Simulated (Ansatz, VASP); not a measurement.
Co in VASP and in Ansatz

INCAR

```
  PREC = Accurate
  ENCUT = 520
  EDIFF = 1E-7
  ISMEAR = -1
  SIGMA = 0.05
  LREAL = False
  LASPH = True
  NELM = 150
  ALGO = Fast
  ISIF = 2
  LWAVE = False
  LCHARG = True
  ISPIN = 2
  MAGMOM = 3.5 3.5
  LORBIT = 11
  LMAXMIX = 4
  GGA = PS
  LELF = True
  LVHAR = True
  NBANDS = 20
```

The input KPOINTS:

```
regular mesh
0
Gamma
  12 12 7
```

The input POSCAR:

```
Co
1.0
    2.4873648738      0.0000000000      0.0000000000
   -1.2436824369      2.1541211692      0.0000000000
    0.0000000000      0.0000000000      4.0632895034
Co
2
Direct
    0.3333333333      0.6666666667      0.7401390000
    0.6666666667      0.3333333333      0.2598610000
```

File input.yaml:

```yaml
crystal:
  lattice:
    - [2.4873648738, 0.0, 0.0]
    - [-1.2436824369, 2.1541211692, 0.0]
    - [0.0, 0.0, 4.0632895034]
  atoms:
    - { symbol: Co, position: [0.3333333333, 0.6666666667, 0.740139], spin: 3.5 }
    - { symbol: Co, position: [0.6666666667, 0.3333333333, 0.259861], spin: 3.5 }
hamiltonian:
  xc: pbesol
  pseudopotentials: { kind: paw }
magnetization:
  spin_polarized: true
kpoints:
  mp_grid: { grid: [12, 12, 7] }
scf:
  occupations: { method: fermi_dirac, width: 0.05 }
output:
  forces: true
  stress: true
  eigenvalues: true
```

Alike in both runs: task single point; functional PBEsol; k mesh 12 × 12 × 7; occupations fermi-dirac, width 0.05 eV; collinear spin.

|  | VASP | Ansatz |
| --- | --- | --- |
| version | VASP 6.6.1 | Ansatz 0.2.0 |
| potentials or method | VASP PAW PBE potentials, release 64 (Co) | Ansatz PAW |
| plane-wave cutoff (eV) | 520 | 420 |
| valence electrons in the cell | 18 | 34 |

```csv
,VASP,Ansatz,Ansatz less VASP
gap on the k mesh at the Fermi level (eV),none,none,-
pressure (GPa),-10.0,-9.3,+0.64
"traceless stress, the component that is largest in VASP (GPa)",-1.93,-1.93,+0.007
rms of the force components (eV/Å),0.248,0.255,+0.0074
net moment per atom (μB),1.62,1.63,+0.007
size of the moment on the site where the two differ most (μB),1.64,1.70,+0.062
```

VASP's potentials were made for PBE, not for PBEsol. Site moments also hang on the region over which each program counts them. Atom by atom the forces differ by 0.007 eV/Å (rms over components). A gap of «none» marks a metal or a gap that the smearing closes. The functional is the same, so the differences come from potentials, cutoffs and numerics. VASP's potentials hold 18 valence electrons a cell and Ansatz's 34, so a difference there can come from the potentials and not from the codes.
